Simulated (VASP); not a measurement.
# Tl (Fm-3m) in VASP: a series of runs, part 2 of 2

VASP 6.6.1.

## Step 3: Single point, r2SCAN, non-collinear spin, zero start, spin-orbit coupling

This run uses another cell than the first one, of 29.90 Å³/atom, 1.066 times its volume.

POSCAR reads:

```
Tl
1.0
    0.0000000000      2.4633505796      2.4633505796
    2.4633505796      0.0000000000      2.4633505796
    2.4633505796      2.4633505796      0.0000000000
Tl
1
Direct
    0.0000000000      0.0000000000      0.0000000000
```

INCAR.step1 reads:

```
SYSTEM = Tl
PREC     = Accurate       ! precision mode
ENCUT    = 520            ! plane-wave cutoff, eV
ISMEAR   = -1             ! smearing method
SIGMA    = 0.1            ! smearing width, eV
LREAL    = .False.        ! projectors in reciprocal space
LASPH    = .True.         ! aspherical terms in the spheres
NELM     = 150            ! most SCF steps
LNONCOLLINEAR= .True.         ! non-collinear magnetism
MAGMOM   = 0 0 0          ! initial moments
LSORBIT  = .True.         ! spin-orbit coupling
GGA_COMPAT= .False.      
NBANDS   = 24             ! bands
GGA      = PE             ! functional
ALGO     = Normal         ! electronic algorithm
EDIFF    = 1E-4           ! SCF threshold, eV
LWAVE    = .True.         ! write WAVECAR
LCHARG   = .False.        ! write CHGCAR
```

INCAR.step2 reads:

```
SYSTEM = Tl
PREC     = Accurate       ! precision mode
ENCUT    = 520            ! plane-wave cutoff, eV
EDIFF    = 1E-7           ! SCF threshold, eV
ISMEAR   = -1             ! smearing method
SIGMA    = 0.1            ! smearing width, eV
LREAL    = .False.        ! projectors in reciprocal space
LASPH    = .True.         ! aspherical terms in the spheres
NELM     = 150            ! most SCF steps
ALGO     = Normal         ! electronic algorithm
ISIF     = 2              ! what is computed and relaxed
LWAVE    = .False.        ! write WAVECAR
LCHARG   = .False.        ! write CHGCAR
LNONCOLLINEAR= .True.         ! non-collinear magnetism
MAGMOM   = 0 0 0          ! initial moments
LORBIT   = 11             ! projections on sites
LSORBIT  = .True.         ! spin-orbit coupling
GGA_COMPAT= .False.      
LORBMOM  = .True.       
METAGGA  = R2SCAN         ! meta-GGA
LMIXTAU  = .True.       
NBANDS   = 24             ! bands
ISTART   = 1
```

KPOINTS reads:

```
regular mesh
0
Gamma
  11 11 11
  0 0 0
```

Potentials or basis: VASP PAW PBE potentials, release 64 (Tl_d).

Command:

```console
> cat potpaw_PBE.64/Tl_d/POTCAR > POTCAR
> cp INCAR.step1 INCAR
> mpirun -np 1 vasp_ncl > vasp.out
> cp INCAR.step2 INCAR
> mpirun -np 1 vasp_ncl > vasp.out
```

OUTCAR:

```text
SYSTEM = Tl
   PREC = Accurate
   ENCUT = 520
   EDIFF = 1E-7
   ISMEAR = -1
   LREAL = .False.
   LASPH = .True.
   NELM = 150
   ISIF = 2
   LNONCOLLINEAR = .True.
   LORBIT = 11
   LSORBIT = .True.
   METAGGA = R2SCAN
   ISTART = 1

 ion  position               nearest neighbor table
   1  0.000  0.000  0.000-

  LATTYP: Found a face centered cubic cell.
 ALAT       =     4.9267011592

  Lattice vectors:

 A1 = (   0.0000000000,   2.4633505796,   2.4633505796)
 A2 = (   2.4633505796,   0.0000000000,   2.4633505796)
 A3 = (   2.4633505796,   2.4633505796,   0.0000000000)

Analysis of symmetry for initial positions (statically):
=====================================================================
 Subroutine PRICEL returns:
 Original cell was already a primitive cell.

 Routine SETGRP: Setting up the symmetry group for a
 face centered cubic supercell.

 Subroutine GETGRP returns: Found 48 space group operations
 (whereof 48 operations were pure point group operations)
 out of a pool of 48 trial point group operations.

The static configuration has the point symmetry O_h .

Analysis of symmetry for dynamics (positions and initial velocities):
=====================================================================
 Subroutine PRICEL returns:
 Original cell was already a primitive cell.

 Routine SETGRP: Setting up the symmetry group for a
 face centered cubic supercell.

 Subroutine GETGRP returns: Found 48 space group operations
 (whereof 48 operations were pure point group operations)
 out of a pool of 48 trial point group operations.

The dynamic configuration has the point symmetry O_h .

Analysis of structural, dynamic, and magnetic symmetry:
=====================================================================
 Subroutine PRICEL returns:
 Original cell was already a primitive cell.

 Routine SETGRP: Setting up the symmetry group for a
 face centered cubic supercell.

 Subroutine GETGRP returns: Found 48 space group operations
 (whereof 48 operations were pure point group operations)
 out of a pool of 48 trial point group operations.

The overall configuration has the point symmetry O_h .

 Subroutine INISYM returns: Found 48 space group operations
 (whereof 48 operations are pure point group operations),
 and found     1 'primitive' translations

----------------------------------------------------------------------------------------

                                     Primitive cell

  volume of cell :      29.8957

  direct lattice vectors                    reciprocal lattice vectors
     0.000000000  2.463350580  2.463350580    -0.202975575  0.202975575  0.202975575
     2.463350580  0.000000000  2.463350580     0.202975575 -0.202975575  0.202975575
     2.463350580  2.463350580  0.000000000     0.202975575  0.202975575 -0.202975575

  length of vectors
     3.483703799  3.483703799  3.483703799     0.351564008  0.351564008  0.351564008

  position of ions in fractional coordinates (direct lattice)
     0.000000000  0.000000000  0.000000000

  ion indices of the primitive-cell ions
   primitive index   ion index
                 1           1

----------------------------------------------------------------------------------------

 KPOINTS: regular mesh

Automatic generation of k-mesh.
 Grid dimensions read from file:
 generate k-points for:   11   11   11

 Generating k-lattice:

[... 87 lines left out ...]
   LHFCALC =     F    Hartree Fock is set to
   AEXX    =    0.0000 exact exchange contribution
   IVDW    =     0    specifies the selected vdW correction
   LEPSILON=     F    determine dielectric tensor
   LRPA    =     F    only Hartree local field effects (RPA)
  energy-cutoff  :      520.00
  volume of cell :       29.90
 maximum number of plane-waves:      1644
 NGX is ok and might be reduce to    28
   NGX = 13   NGY = 13   NGZ = 13

 number of electron      12.9999999 magnetization      -0.0000000      0.0000000      0.0000000

 number of electron      12.9999999 magnetization       0.0000000     -0.0000000     -0.0000000

 number of electron      12.9999999 magnetization      -0.0000000     -0.0000000     -0.0000000

 number of electron      12.9999999 magnetization       0.0000000      0.0000000      0.0000000

 Free energy of the ion-electron system (eV)
  ---------------------------------------------------
  ext. energy  EPLUGINS =         0.00000000
  ---------------------------------------------------
  free energy    TOTEN  =       -53.46202444 eV

  energy without entropy =      -53.43962405  energy(sigma->0) =      -53.45082425

 E-fermi :   5.9191     XC(G=0): -10.5657

 val. band max:        5.9054341740   @ k =  -0.2727   0.2727   0.0909
 cond. band min:       5.9472022629   @ k =  -0.2727   0.3636   0.0909
 fundamental gap:      0.0417680890
 Fermi energy:         5.9191176781

 k-point     1 :       0.0000    0.0000    0.0000
  band No.  band energies     occupation
      1      -7.2369      1.00000
      2      -7.2369      1.00000
      3      -7.2369      1.00000
      4      -7.2369      1.00000
      5      -5.1789      1.00000
      6      -5.1789      1.00000
[... 637 lines left out ...]
     23      20.8797      0.00000
     24      20.8797      0.00000

 [... further k-points ...]
[... 5 lines left out ...]
  --------------------------------------------------------------------------------------
  -------------------------------------------------------------------------------------
  Total       -0.0661737     -0.0661737     -0.0661737      0.0000000      0.0000000     -0.0000000
  in kB       -3.5463978     -3.5463978     -3.5463978      0.0000000      0.0000000     -0.0000000
  external PRESSURE =      -3.5463978 kB  Pullay stress =       0.0000000 kB

 VOLUME and BASIS-vectors are now :
 -----------------------------------------------------------------------------
  energy-cutoff  :      520.00
  volume of cell :       29.90
      direct lattice vectors                 reciprocal lattice vectors
     0.000000000  2.463350580  2.463350580    -0.202975575  0.202975575  0.202975575
     2.463350580  0.000000000  2.463350580     0.202975575 -0.202975575  0.202975575
     2.463350580  2.463350580  0.000000000     0.202975575  0.202975575 -0.202975575

 POSITION                                       TOTAL-FORCE (eV/Angst)
 -----------------------------------------------------------------------------------
      0.00000      0.00000      0.00000         0.000000      0.000000      0.000000
 -----------------------------------------------------------------------------------
    total drift:                               -0.000000     -0.000000     -0.000000

  FREE ENERGIE OF THE ION-ELECTRON SYSTEM (eV)
  ---------------------------------------------------
  free  energy   TOTEN  =       -53.4620244418 eV

  energy  without entropy=      -53.4396240527  energy(sigma->0) =      -53.45082425

 orbital moment (x)

 # of ion     p       d       tot
 ----------------------------------------
  1        -0.000  -0.000  -0.000
 ----------------------------------------
           -0.000  -0.000  -0.000

 orbital moment (y)

 # of ion     p       d       tot
 ----------------------------------------
  1        -0.000  -0.000  -0.000
 ----------------------------------------
           -0.000  -0.000  -0.000

 orbital moment (z)

 # of ion     p       d       tot
 ----------------------------------------
  1         0.000  -0.000  -0.000
 ----------------------------------------
            0.000  -0.000  -0.000

 Spin-Orbit-Coupling matrix elements

 Ion:    1  E_soc:     -0.6192319
 l=   1
     0.0000000    -0.0559771    -0.0559771
    -0.0559771     0.0000000    -0.0559771
    -0.0559771    -0.0559771     0.0000000
 l=   2
     0.0000000    -0.0092817     0.0000000    -0.0092817    -0.0379466
    -0.0092817     0.0000000    -0.0284599    -0.0092817    -0.0094866
     0.0000000    -0.0284599     0.0000000    -0.0284599     0.0000000
    -0.0092817    -0.0092817    -0.0284599     0.0000000    -0.0094866
    -0.0379466    -0.0094866     0.0000000    -0.0094866     0.0000000
 l=   3
     0.0000000     0.0000000     0.0000000     0.0000000     0.0000000     0.0000000     0.0000000
     0.0000000     0.0000000     0.0000000     0.0000000     0.0000000     0.0000000     0.0000000
     0.0000000     0.0000000     0.0000000     0.0000000     0.0000000     0.0000000     0.0000000
     0.0000000     0.0000000     0.0000000     0.0000000     0.0000000     0.0000000     0.0000000
     0.0000000     0.0000000     0.0000000     0.0000000     0.0000000     0.0000000     0.0000000
     0.0000000     0.0000000     0.0000000     0.0000000     0.0000000     0.0000000     0.0000000
     0.0000000     0.0000000     0.0000000     0.0000000     0.0000000     0.0000000     0.0000000

 total charge

# of ion       s       p       d       tot
------------------------------------------
    1        1.182   0.395   9.624  11.201

 magnetization (x)

# of ion       s       p       d       tot
------------------------------------------
    1       -0.000   0.000   0.000  -0.000

 magnetization (y)

# of ion       s       p       d       tot
------------------------------------------
    1       -0.000   0.000  -0.000  -0.000

 magnetization (z)

# of ion       s       p       d       tot
------------------------------------------
    1       -0.000  -0.000  -0.000  -0.000
```

Wall time 7.7 min (1 thread of AMD EPYC 9R45 (Zen 5), shared host); peak memory 0.28 GiB.

What came out:

```
Free energy                                           : -53.4620 eV
Pressure                                              : -0.4 GPa
Net moment                                            : 0.00 μB per cell
Valence electrons inside the program's atomic spheres : Tl 11.20
```

Moments on the atoms (μB; x, y, z):
```
Tl  0.00 0.00 0.00
```

Caveat: the PAW data sets were made with another functional, which shifts forces and pressure a little.
